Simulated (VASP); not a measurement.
# RuS2 (Pa-3) in VASP: further runs, part 2 of 2

VASP 6.6.1. Earlier steps stand in the parts before.

## (3) Relaxation of cell and atoms, PBEsol

This run uses another cell than the first one, of 14.88 Å³/atom.

INCAR

```
ALGO = Normal ; EDIFF = 1E-6
EDIFFG = -0.01 ; ENCUT = 600
GGA = PS ; IBRION = 2
ISIF = 3 ; ISMEAR = -1
LASPH = True ; LCHARG = False
LREAL = False ; LWAVE = False
NELM = 80 ; NSW = 100
PREC = Accurate ; SIGMA = 0.03
```

KPOINTS

```
k-points
0
Gamma
  4 4 4
```

POSCAR

```
RuS2
1.0
    5.6306097200      0.0000000000      0.0000000000
    0.0000000000      5.6306097200      0.0000000000
    0.0000000000      0.0000000000      5.6306097200
Ru S
4 8
Direct
    0.0000000000      0.5000000000      0.5000000000
    0.5000000000      0.5000000000      0.0000000000
    0.5000000000      0.0000000000      0.5000000000
    0.0000000000      0.0000000000      0.0000000000
    0.3882041700      0.1117958300      0.8882041700
    0.1117958300      0.8882041700      0.3882041700
    0.8882041700      0.3882041700      0.1117958300
    0.6117958300      0.6117958300      0.6117958300
    0.3882041700      0.3882041700      0.3882041700
    0.1117958300      0.6117958300      0.8882041700
    0.8882041700      0.1117958300      0.6117958300
    0.6117958300      0.8882041700      0.1117958300
```

Potentials or basis: VASP PAW PBE potentials, release 64 (Ru_pv, S).

Launch:

```
$ cat potpaw_PBE.64/Ru_pv/POTCAR potpaw_PBE.64/S/POTCAR > POTCAR
$ mpirun -np 1 vasp_std > vasp.out
```

OUTCAR:

```text
EDIFF = 1E-6
   EDIFFG = -0.01
   ENCUT = 600
   GGA = PS
   IBRION = 2
   ISIF = 3
   ISMEAR = -1
   LASPH = True
   LREAL = False
   NELM = 80
   NSW = 100
   PREC = Accurate

 ion  position               nearest neighbor table
   1  0.000  0.500  0.500-   6 2.36   7 2.36   8 2.36   9 2.36  10 2.36  11 2.36
   2  0.500  0.500  0.000-   5 2.36   7 2.36   8 2.36   9 2.36  10 2.36  12 2.36
   3  0.500  0.000  0.500-   5 2.36   6 2.36   8 2.36   9 2.36  11 2.36  12 2.36
   4  0.000  0.000  0.000-   5 2.36   6 2.36   7 2.36  10 2.36  11 2.36  12 2.36
   5  0.388  0.112  0.888-  12 2.18   3 2.36   4 2.36   2 2.36
   6  0.112  0.888  0.388-  11 2.18   3 2.36   4 2.36   1 2.36
   7  0.888  0.388  0.112-  10 2.18   2 2.36   4 2.36   1 2.36
   8  0.612  0.612  0.612-   9 2.18   2 2.36   3 2.36   1 2.36
   9  0.388  0.388  0.388-   8 2.18   2 2.36   3 2.36   1 2.36
  10  0.112  0.612  0.888-   7 2.18   2 2.36   4 2.36   1 2.36
  11  0.888  0.112  0.612-   6 2.18   3 2.36   4 2.36   1 2.36
  12  0.612  0.888  0.112-   5 2.18   3 2.36   4 2.36   2 2.36

  LATTYP: Found a simple cubic cell.
 ALAT       =     5.6306097200

  Lattice vectors:

[... 241 lines left out ...]

 k-point     1 :       0.0000    0.0000    0.0000
  band No.  band energies     occupation
      1     -32.2192      2.00000
      2     -32.2192      2.00000
      3     -32.2192      2.00000
      4     -32.2059      2.00000
      5     -32.2059      2.00000
      6     -32.2014      2.00000
[... 887 lines left out ...]
--------------------------------------- Ionic step        6  -------------------------------------------

 number of electron     103.9999996 magnetization

 Free energy of the ion-electron system (eV)
  ---------------------------------------------------
  ext. energy  EPLUGINS =         0.00000000
  ---------------------------------------------------
  free energy    TOTEN  =       -84.08694066 eV

  energy without entropy =      -84.08693031  energy(sigma->0) =      -84.08693549

 E-fermi :   9.4232     XC(G=0): -12.2085

 val. band max:        9.1307551088   @ k =   0.5000   0.0000   0.0000
 cond. band min:       9.6488119605   @ k =   0.0000   0.0000   0.0000
 fundamental gap:      0.5180568517
 Fermi energy:         9.4232061629

 k-point     1 :       0.0000    0.0000    0.0000
  band No.  band energies     occupation
      1     -32.8096      2.00000
      2     -32.8096      2.00000
      3     -32.8096      2.00000
      4     -32.7988      2.00000
      5     -32.7988      2.00000
      6     -32.7952      2.00000
[... 743 lines left out ...]
  FREE ENERGIE OF THE ION-ELECTRON SYSTEM (eV)
  ---------------------------------------------------
  free  energy   TOTEN  =       -84.0869406642 eV

  energy  without entropy=      -84.0869303133  energy(sigma->0) =      -84.08693549

 reached required accuracy - stopping structural energy minimisation
```

OSZICAR:

```text
N       E                     dE             d eps       ncg     rms          rms(c)
DAV:   1     0.108560763012E+04    0.10856E+04   -0.60931E+04  1444   0.184E+03
DAV:   2    -0.225921286577E+01   -0.10879E+04   -0.10571E+04  1494   0.462E+02
DAV:   3    -0.837039298441E+02   -0.81445E+02   -0.79942E+02  1744   0.111E+02
[... 56 lines left out ...]
DAV:   3    -0.840869540917E+02    0.25024E-04   -0.13052E-04  1566   0.564E-02    0.925E-02
DAV:   4    -0.840869450345E+02    0.90571E-05   -0.68550E-05  1612   0.410E-02    0.439E-02
DAV:   5    -0.840869425477E+02    0.24869E-05   -0.29410E-05  1484   0.215E-02    0.982E-03
DAV:   6    -0.840869412344E+02    0.13133E-05   -0.19969E-06  1018   0.620E-03    0.813E-03
DAV:   7    -0.840869406642E+02    0.57021E-06   -0.71006E-07   778   0.341E-03
   6 F= -.84086941E+02 E0= -.84086935E+02  d E =-.899103E-02
```

CONTCAR:

```text
RuS2
   1.00000000000000
     5.5793542041490776   -0.0000000000000000   -0.0000000000000000
     0.0000000000000000    5.5793542041490776    0.0000000000000000
     0.0000000000000000   -0.0000000000000000    5.5793542041490776
  Ru              S
     4     8
Direct
     0.0000000000000000    0.5000000000000000    0.5000000000000000
     0.5000000000000000    0.5000000000000000    0.0000000000000000
     0.5000000000000000    0.0000000000000000    0.5000000000000000
     0.0000000000000000    0.0000000000000000    0.0000000000000000
     0.3864448426390590    0.1135551573609410    0.8864448426390591
     0.1135551573609410    0.8864448426390591    0.3864448426390590
     0.8864448426390591    0.3864448426390590    0.1135551573609410
     0.6135551573609409    0.6135551573609409    0.6135551573609409
     0.3864448426390590    0.3864448426390590    0.3864448426390590
     0.1135551573609410    0.6135551573609409    0.8864448426390591
     0.8864448426390591    0.1135551573609410    0.6135551573609409
     0.6135551573609409    0.8864448426390591    0.1135551573609410

  0.00000000E+00  0.00000000E+00  0.00000000E+00
  0.00000000E+00  0.00000000E+00  0.00000000E+00
  0.00000000E+00  0.00000000E+00  0.00000000E+00
  0.00000000E+00  0.00000000E+00  0.00000000E+00
  0.00000000E+00  0.00000000E+00  0.00000000E+00
  0.00000000E+00  0.00000000E+00  0.00000000E+00
  0.00000000E+00  0.00000000E+00  0.00000000E+00
  0.00000000E+00  0.00000000E+00  0.00000000E+00
  0.00000000E+00  0.00000000E+00  0.00000000E+00
  0.00000000E+00  0.00000000E+00  0.00000000E+00
  0.00000000E+00  0.00000000E+00  0.00000000E+00
  0.00000000E+00  0.00000000E+00  0.00000000E+00
```

It took 9.3 min on 1 thread of Intel Xeon Platinum 8488C (Sapphire Rapids), shared host; peak memory 0.37 GiB.

Results:

```
Free energy                           : -84.0869 eV
Relaxed volume                        : 14.47 Å³/atom
Relaxed cell                          : a = 5.579 Å, b = 5.579 Å, c = 5.579 Å, α = 90.00°, β = 90.00°, γ = 90.00°
Space group after relaxing (to 0.1 Å) : Pa-3 (No. 205)
Energy gained by relaxing             : 8.0 meV/atom
Ionic steps                           : 6
Pressure after relaxing               : 0.1 GPa
Band gap on the k mesh                : 0.52 eV (least direct gap 0.76 eV)
```

The path:
| step | energy change (eV) | largest force (eV/Å) | pressure (GPa) | volume (Å³) |
| --- | --- | --- | --- | --- |
| 1 | 0.0000 | 0.2782 | -5.06 | 178.51 |
| 2 | 0.0987 | 0.0391 | 9.11 | 166.65 |
| 3 | -0.0868 | 0.1933 | 0.23 | 173.55 |
| 4 | -0.0868 | 0.1916 | 0.31 | 173.45 |
| 5 | -0.0952 | 0.0456 | 0.13 | 173.62 |
| 6 | -0.0958 | 0.0009 | 0.08 | 173.68 |

Final structure:
```xyz
12
Lattice="5.5794 0.0000 0.0000 0.0000 5.5794 0.0000 0.0000 0.0000 5.5794" Properties=species:S:1:pos:R:3 pbc="T T T"
Ru    0.0000    2.7897    2.7897
Ru    2.7897    2.7897    0.0000
Ru    2.7897    0.0000    2.7897
Ru    0.0000    0.0000    0.0000
S     2.1561    0.6336    4.9458
S     0.6336    4.9458    2.1561
S     4.9458    2.1561    0.6336
S     3.4232    3.4232    3.4232
S     2.1561    2.1561    2.1561
S     0.6336    3.4232    4.9458
S     4.9458    0.6336    3.4232
S     3.4232    4.9458    0.6336
```

Caveat: semilocal functionals underestimate gaps, and a narrow one can read as zero; the PAW data sets were made with another functional, which shifts forces and pressure a little. A k mesh can miss the band edges.
